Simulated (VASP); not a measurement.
Here is a VASP 6.6.1 calculation.

Contents of INCAR:

```
PREC     = Accurate       # precision mode
ENCUT    = 520            # plane-wave cutoff, eV
EDIFF    = 1E-7           # SCF threshold, eV
ISMEAR   = 0              # smearing method
SIGMA    = 0.05           # smearing width, eV
LREAL    = F              # projectors in reciprocal space
LASPH    = T              # aspherical terms in the spheres
NELM     = 100            # most SCF steps
ALGO     = Normal         # electronic algorithm
ISIF     = 2              # what is computed and relaxed
LWAVE    = F              # write WAVECAR
LCHARG   = F              # write CHGCAR
LDIPOL   = T            
IDIPOL   = 3            
DIPOL    = 0.5 0.5 0.500
GGA      = PE             # functional
IVDW     = 12             # dispersion correction
NBANDS   = 11             # bands
```

The input KPOINTS:

```
Automatic mesh
0
Gamma
  12 12 1
```

File POSCAR:

```
C
1.0
    2.4657082196      0.0000000000      0.0000000000
   -1.2328541098      2.1353659565      0.0000000000
    0.0000000000      0.0000000000     20.0000000000
C
2
Direct
    0.6666666667      0.3333333333      0.5000000000
    0.3333333333      0.6666666667      0.5000000000
```

Potentials or basis: VASP PAW PBE potentials, release 64 (C).

Run with:

```console
$ cat potpaw_PBE.64/C/POTCAR > POTCAR
$ mpirun -np 1 vasp_std > vasp.out
```

**Question.** Predict the dispersion energy per atom.

**Answer.** -0.089 eV.

**Question.** What does it give for the band gap on the k mesh?

**Answer.** Zero (filled and empty bands touch).
